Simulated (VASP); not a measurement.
# Ir (Fm-3m) in VASP: a series of runs

Ir is run at these levels: LDA; tasks: single point.

Program: VASP 6.6.1. These are calculated values, not measurements. Logs are shortened: lines on timing, memory, paths and dates and some standing lists are left out, and cuts for length are marked.

## (1) The cell of the first run

It takes space group Fm-3m (No. 225, cubic). Conventional cell: a = 3.769 Å, b = 3.769 Å, c = 3.769 Å, α = 90.00°, β = 90.00°, γ = 90.00°. Ir (site symmetry m-3m) has 12 Ir at 2.66 Å within 3.5 Å.

## (2) Single point, LDA

File INCAR:

```
SYSTEM = Ir
ALGO = Normal
EDIFF = 1E-7
ENCUT = 520
GGA = CA
ISIF = 2
ISMEAR = -1
LASPH = .TRUE.
LCHARG = .FALSE.
LREAL = .FALSE.
LWAVE = .FALSE.
NBANDS = 10
NELM = 80
PREC = Accurate
SIGMA = 0.1
```

File KPOINTS:

```
k-points
0
G
  24 24 24
  0 0 0
```

File POSCAR:

```
Ir
1.0
    0.0000000000      1.8843931462      1.8843931462
    1.8843931462      0.0000000000      1.8843931462
    1.8843931462      1.8843931462      0.0000000000
Ir
1
Direct
    0.0000000000      0.0000000000      0.0000000000
```

Potentials or basis: VASP PAW LDA potentials, release 64 (Ir).

Launch:

```console
> cat potpaw_LDA.64/Ir/POTCAR > POTCAR
> mpirun -np 1 vasp_std > vasp.out
```

OUTCAR:

```text
SYSTEM = Ir
   EDIFF = 1E-7
   ENCUT = 520
   GGA = CA
   ISIF = 2
   ISMEAR = -1
   LASPH = .TRUE.
   LREAL = .FALSE.
   NELM = 80
   PREC = Accurate

 ion  position               nearest neighbor table
   1  0.000  0.000  0.000-

  LATTYP: Found a face centered cubic cell.
 ALAT       =     3.7687862924

  Lattice vectors:

 A1 = (   0.0000000000,   1.8843931462,   1.8843931462)
 A2 = (   1.8843931462,   0.0000000000,   1.8843931462)
 A3 = (   1.8843931462,   1.8843931462,   0.0000000000)

Analysis of symmetry for initial positions (statically):
=====================================================================
 Subroutine PRICEL returns:
 Original cell was already a primitive cell.

 Routine SETGRP: Setting up the symmetry group for a
 face centered cubic supercell.

 Subroutine GETGRP returns: Found 48 space group operations
 (whereof 48 operations were pure point group operations)
 out of a pool of 48 trial point group operations.

The static configuration has the point symmetry O_h .

Analysis of symmetry for dynamics (positions and initial velocities):
=====================================================================
 Subroutine PRICEL returns:
 Original cell was already a primitive cell.

 Routine SETGRP: Setting up the symmetry group for a
 face centered cubic supercell.

 Subroutine GETGRP returns: Found 48 space group operations
 (whereof 48 operations were pure point group operations)
 out of a pool of 48 trial point group operations.

The dynamic configuration has the point symmetry O_h .

 Subroutine INISYM returns: Found 48 space group operations
 (whereof 48 operations are pure point group operations),
 and found     1 'primitive' translations

----------------------------------------------------------------------------------------

                                     Primitive cell

  volume of cell :      13.3827

  direct lattice vectors                    reciprocal lattice vectors
     0.000000000  1.884393146  1.884393146    -0.265337412  0.265337412  0.265337412
     1.884393146  0.000000000  1.884393146     0.265337412 -0.265337412  0.265337412
     1.884393146  1.884393146  0.000000000     0.265337412  0.265337412 -0.265337412

  length of vectors
     2.664934344  2.664934344  2.664934344     0.459577878  0.459577878  0.459577878

  position of ions in fractional coordinates (direct lattice)
[... 79 lines left out ...]
   EDIFFG = 0.1E-05   stopping-criterion for IOM
   NSW    =      0    number of steps for IOM
   IBRION =     -1    ionic relax: 0-MD 1-quasi-New 2-CG
   NFREE  =      0    steps in history (QN), initial steepest desc. (CG)
   ISIF   =      2    stress and relaxation
   ISYM   =      2    0-nonsym 1-usesym 2-fastsym
   POTIM  = 0.5000    time-step for ionic-motion
   TEBEG  =    0.0;   TEEND  =   0.0 temperature during run
   PSTRESS=    0.0 pullay stress
   NELECT =       9.0000    total number of electrons
   NUPDOWN=      -1.0000    fix difference up-down
   EMIN   =  10.00;   EMAX   =-10.00  energy-range for DOS
   EFERMI =   0.00;   METHOD = LEGACY
   ISMEAR =    -1;   SIGMA  =   0.10  broadening in eV -4-tet -1-fermi 0-gaus
   EFERMI_NEDOS =   21; number of points for ismear=-14 and -15
   IALGO  =     38    algorithm
   IMIX   =      4    mixing-type and parameters
     AMIX     =   0.40;   BMIX     =  1.00
     AMIX_MAG =   1.60;   BMIX_MAG =  1.00
  volume/ion in A,a.u.               =      13.38        90.31
  Fermi-wavevector in a.u.,A,eV,Ry     =   1.434303  2.710439 27.990235  2.057224
  Thomas-Fermi vector in A             =   2.553726
   LORBIT       =      0    0 simple, 1 ext, 2 COOP (PROOUT), +10 PAW based schemes
   GGA     = CA    functional components
   LHFCALC =     F    Hartree Fock is set to
   AEXX    =    0.0000 exact exchange contribution
   IVDW    =     0    specifies the selected vdW correction
   LEPSILON=     F    determine dielectric tensor
   LRPA    =     F    only Hartree local field effects (RPA)
 non-spin polarized calculation
  energy-cutoff  :      520.00
  volume of cell :       13.38
 maximum number of plane-waves:       371
   NGX =  9   NGY =  9   NGZ =  9

 number of electron       9.0000001 magnetization

 Free energy of the ion-electron system (eV)
  ---------------------------------------------------
  ext. energy  EPLUGINS =         0.00000000
  ---------------------------------------------------
  free energy    TOTEN  =       -10.30970599 eV

  energy without entropy =      -10.28176383  energy(sigma->0) =      -10.29573491

 E-fermi :  11.3126     XC(G=0): -14.4618

 val. band max:       11.3117483508   @ k =  -0.4583   0.4167   0.0833
 cond. band min:      11.3180649331   @ k =   0.4167   0.0833   0.0417
 fundamental gap:      0.0063165823
 Fermi energy:        11.3126078090

 k-point     1 :       0.0000    0.0000    0.0000
  band No.  band energies     occupation
      1      -0.3948      2.00000
      2       7.0566      2.00000
      3       7.0566      2.00000
      4       7.0566      2.00000
      5      10.0324      1.99999
      6      10.0324      1.99999
      7      25.5308      0.00000
      8      31.4081      0.00000
      9      31.4081      0.00000
     10      31.4081      0.00000
[... 287 lines left out ...]
 k-point    24 :       0.4583    0.0417    0.0000
  band No.  band energies     occupation
      1       2.6765      2.00000
      2       6.9161      2.00000
      3       7.0658      2.00000
      4       9.6316      2.00000
      5      12.2621      0.00015
      6      12.3741      0.00005
      7      19.8023      0.00000
      8      25.4351      0.00000
      9      31.6277      0.00000
     10      32.0082      0.00000

 [... further k-points ...]

------------------------ aborting loop because EDIFF is reached ----------------------------------------

  FORCE on cell =-STRESS in cart. coord.  units (eV):
  Direction    XX          YY          ZZ          XY          YZ          ZX
  --------------------------------------------------------------------------------------
  -------------------------------------------------------------------------------------
  Total        1.5080049      1.5080049      1.5080049      0.0000000     -0.0000000      0.0000000
  in kB      180.5380722    180.5380722    180.5380722      0.0000000     -0.0000000      0.0000000
  external PRESSURE =     180.5380722 kB  Pullay stress =       0.0000000 kB

 VOLUME and BASIS-vectors are now :
 -----------------------------------------------------------------------------
  energy-cutoff  :      520.00
  volume of cell :       13.38
      direct lattice vectors                 reciprocal lattice vectors
     0.000000000  1.884393146  1.884393146    -0.265337412  0.265337412  0.265337412
     1.884393146  0.000000000  1.884393146     0.265337412 -0.265337412  0.265337412
     1.884393146  1.884393146  0.000000000     0.265337412  0.265337412 -0.265337412

 POSITION                                       TOTAL-FORCE (eV/Angst)
 -----------------------------------------------------------------------------------
      0.00000      0.00000      0.00000        -0.000000      0.000000     -0.000000
 -----------------------------------------------------------------------------------
    total drift:                               -0.000000     -0.000000     -0.000000

  FREE ENERGIE OF THE ION-ELECTRON SYSTEM (eV)
  ---------------------------------------------------
  free  energy   TOTEN  =       -10.3097059850 eV

  energy  without entropy=      -10.2817638344  energy(sigma->0) =      -10.29573491
```

OSZICAR:

```text
N       E                     dE             d eps       ncg     rms          rms(c)
DAV:   1     0.482575179836E+02    0.48258E+02   -0.43972E+03  8292   0.831E+02
DAV:   2    -0.999132666708E+01   -0.58249E+02   -0.55258E+02  8480   0.201E+02
DAV:   3    -0.108904884354E+02   -0.89916E+00   -0.89623E+00  9728   0.305E+01
DAV:   4    -0.108989177790E+02   -0.84293E-02   -0.84277E-02  9448   0.272E+00
DAV:   5    -0.108990858985E+02   -0.16812E-03   -0.16812E-03  9632   0.364E-01    0.183E+01
DAV:   6    -0.104164767433E+02    0.48261E+00   -0.77021E-01  9294   0.110E+01    0.760E+00
DAV:   7    -0.103173384628E+02    0.99138E-01   -0.25613E-01 10478   0.574E+00    0.152E+00
DAV:   8    -0.103143868108E+02    0.29517E-02   -0.17274E-03  8982   0.449E-01    0.116E+00
DAV:   9    -0.103097216821E+02    0.46651E-02   -0.25572E-03  9198   0.765E-01    0.584E-02
DAV:  10    -0.103097052233E+02    0.16459E-04   -0.16243E-05 12092   0.444E-02    0.110E-02
DAV:  11    -0.103097059913E+02   -0.76797E-06   -0.15602E-06  9310   0.970E-03    0.427E-04
DAV:  12    -0.103097059850E+02    0.62456E-08   -0.17793E-08  5868   0.110E-03
   1 F= -.10309706E+02 E0= -.10295735E+02  d E =-.279422E-01
```

Wall time 23 s (1 thread of AMD EPYC 9R45 (Zen 5), shared host); peak memory 0.14 GiB.

What came out:

```
Free energy            : -10.3097 eV
Pressure               : 18.1 GPa
Band gap on the k mesh : zero (an odd number of electrons rules out a gap without spin polarisation)
```

Caveat: the cell stands under pressure; spin-orbit coupling is left out, which moves the levels of the heavy elements.

[end of part 1 of 2]
